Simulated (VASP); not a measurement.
Here is a VASP 6.6.1 calculation.

File INCAR:

```
SYSTEM = As
ALGO = Normal
DIPOL = 0.5 0.5 0.407
EDIFF = 1E-6
ENCUT = 520
GGA = PE
GGA_COMPAT = .False.
IDIPOL = 3
ISIF = 2
ISMEAR = 0
IVDW = 12
LASPH = .True.
LCHARG = .True.
LDIPOL = .True.
LELF = .True.
LREAL = .False.
LVACPOTAV = .True.
LVHAR = .True.
LWAVE = .False.
NBANDS = 38
NELM = 120
NELMDL = -8
PREC = Accurate
SIGMA = 0.05
```

The input KPOINTS:

```
k-points
0
Gamma
  9 9 1
  0 0 0
```

Contents of POSCAR:

```
As
1.0
    3.5713380906      0.0000000000      0.0000000000
   -1.7856690453      3.0928695120      0.0000000000
    0.0000000000      0.0000000000     20.2952802043
As
4
Direct
    0.3333333333      0.6666666667      0.2905917062
    0.6666666667      0.3333333333      0.2217264287
    1.1666666667      0.3333333333      0.5920233711
    0.8333333333      0.6666666667      0.5231580937
```

Potentials or basis: VASP PAW PBE potentials, release 64 (As_d).

Command:

```console
$ cat potpaw_PBE.64/As_d/POTCAR > POTCAR
$ mpirun -np 1 vasp_std > vasp.out
```

(1) Estimate the band gap on the k mesh.

(2) Estimate the dispersion energy per atom.

(3) Predict the largest force.

## Answers

(1) 1.43 eV, indirect (least direct gap 1.94 eV).

(2) -0.235 eV.

(3) 0.076 eV/Å.
